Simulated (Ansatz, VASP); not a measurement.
Ge: VASP beside Ansatz

INCAR

```
  ALGO = Normal
  DIPOL = 0.5 0.5 0.500
  EDIFF = 1E-6
  ENCUT = 520
  GGA = PE
  IDIPOL = 3
  ISIF = 2
  ISMEAR = 0
  LASPH = T
  LCHARG = F
  LDIPOL = T
  LREAL = F
  LWAVE = F
  NBANDS = 21
  NELM = 100
  PREC = Accurate
  SIGMA = 0.1
```

File KPOINTS:

```
k-points
0
Gamma
  12 12 1
```

The input POSCAR:

```
Ge
1.0
    4.0510000000      0.0000000000      0.0000000000
   -2.0255000000      3.5082689107      0.0000000000
    0.0000000000      0.0000000000     28.0000000000
Ge
2
Direct
    0.3333333333      0.6666666667      0.5129821429
    0.6666666667      0.3333333333      0.4870178571
```

Input for Ansatz:

```yaml
crystal:
  lattice:
    - [4.051, 0.0, 0.0]
    - [-2.0255, 3.5082689107, 0.0]
    - [0.0, 0.0, 28.0]
  atoms:
    - { symbol: Ge, position: [0.3333333333, 0.6666666667, 0.5129821429] }
    - { symbol: Ge, position: [0.6666666667, 0.3333333333, 0.4870178571] }
  periodic: [true, true, false]
basis:
  ecutwfc: 420
kpoints:
  mp_grid: { grid: [12, 12, 1] }
hamiltonian:
  xc: pbe
  pseudopotentials: { kind: paw, azcp: { folder: soft_1 } }
scf:
  occupations: { method: gaussian, width: 0.1 }
output:
  forces: true
  stress: true
  eigenvalues: true
```

Alike in both runs: task single point; functional PBE; k mesh 12 × 12 × 1; occupations gaussian, width 0.1 eV; no spin polarisation.

|  | VASP | Ansatz |
| --- | --- | --- |
| version | VASP 6.6.1 | Ansatz 0.2.0 |
| potentials or method | VASP PAW PBE potentials, release 64 (Ge_d), cutoff 520 eV | scalar-relativistic, plane waves, PAW |
| valence electrons in the cell | 28 | 28 |

VASP gave:

```
gap on the k mesh at the Fermi level (eV) : none
rms of the force components (eV/Å)        : 0.115
```

Problem. Estimate Ansatz's values.

Solution. gap on the k mesh at the Fermi level (eV): none; rms of the force components (eV/Å): 0.117.

Atom by atom the forces differ by 0.002 eV/Å (rms over components). A gap of «none» marks a metal or a gap that the smearing closes.
